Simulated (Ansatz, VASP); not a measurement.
Si: VASP beside Ansatz

The input INCAR:

```
ALGO = Normal
EDIFF = 1E-6
ENCUT = 520
GGA = PS
ISIF = 2
ISMEAR = -1
ISPIN = 2
LASPH = True
LCHARG = False
LORBIT = 11
LREAL = False
LWAVE = False
MAGMOM = -0.06 -0.59
NBANDS = 15
NELM = 150
PREC = Accurate
SIGMA = 0.1
```

The input KPOINTS:

```
k-points
0
Gamma
  8 8 8
```

File POSCAR:

```
Si
1.0
    0.0000000000      2.7218511865      2.7218511865
    2.7218511865      0.0000000000      2.7218511865
    2.7218511865      2.7218511865      0.0000000000
Si
2
Direct
    0.5000000000      0.5000000000      0.5000000000
    0.7500000000      0.7500000000      0.7500000000
```

File input.yaml:

```yaml
crystal:
  lattice:
    - [0.0, 2.7218511865, 2.7218511865]
    - [2.7218511865, 0.0, 2.7218511865]
    - [2.7218511865, 2.7218511865, 0.0]
  atoms:
    - { symbol: Si, position: [0.5, 0.5, 0.5], spin: -0.06 }
    - { symbol: Si, position: [0.75, 0.75, 0.75], spin: -0.59 }
kpoints:
  mp_grid: { grid: [8, 8, 8] }
scf:
  occupations: { method: fermi_dirac, width: 0.1 }
hamiltonian:
  xc: pbesol
  pseudopotentials:
    kind: all_electron
    lapw: { basis_error: 0.002 }
    relativity: none
magnetization:
  spin_polarized: true
output:
  forces: true
  stress: true
  eigenvalues: true
```

Alike in both runs: task single point; functional PBEsol; k mesh 8 × 8 × 8; occupations fermi-dirac, width 0.1 eV; collinear spin.

```csv
,VASP,Ansatz
version,VASP 6.6.1,Ansatz 0.2.0
potentials or method,"VASP PAW PBE potentials, release 64 (Si), cutoff 520 eV","all-electron LAPW, non-relativistic"
```

|  | VASP | Ansatz | Ansatz less VASP |
| --- | --- | --- | --- |
| gap on the k mesh at the Fermi level (eV) | 0.51 | 0.54 | +0.023 |
| least direct gap on the mesh (eV) | 2.51 | 2.52 | +0.006 |
| pressure (GPa) | -0.4 | -0.5 | -0.11 |
| net moment per atom (μB) | 0.00 | 0.00 | 0.000 |

VASP's potentials were made for PBE, not for PBEsol. Ansatz ran all-electron here, and VASP with PAW potentials.

A gap of «none» marks a metal or a gap under the smearing width.
